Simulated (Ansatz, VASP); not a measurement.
## Two plane-wave programs on Ga

```xyz
4
Lattice="3.6852 -2.2463 0.0000 3.6852 2.2463 0.0000 0.0000 0.0000 4.3334" Properties=species:S:1:pos:R:3 pbc="T T T"
Ga    4.8821   -1.4733    1.0833
Ga    4.8821    1.4733    3.2500
Ga    2.4884    1.4733    3.2500
Ga    2.4884   -1.4733    1.0833
```

Alike in both runs: task single point; functional LDA; k mesh 6 × 6 × 5; occupations fermi-dirac, width 0.05 eV; no spin polarisation.

|  | VASP | Ansatz |
| --- | --- | --- |
| version | VASP 6.6.1 | Ansatz 0.2.0 |
| potentials or method | VASP PAW LDA potentials, release 64 (Ga_d), cutoff 520 eV | plane waves, PAW |
| valence electrons in the cell | 52 | 52 |

|  | VASP | Ansatz | Ansatz less VASP |
| --- | --- | --- | --- |
| pressure (GPa) | 4.9 | 4.6 | -0.21 |
| traceless stress, the component that is largest in VASP (GPa) | -1.63 | -1.58 | +0.048 |

LDA's correlation is that of Perdew and Zunger in VASP and of Perdew and Wang (1992) in Ansatz.
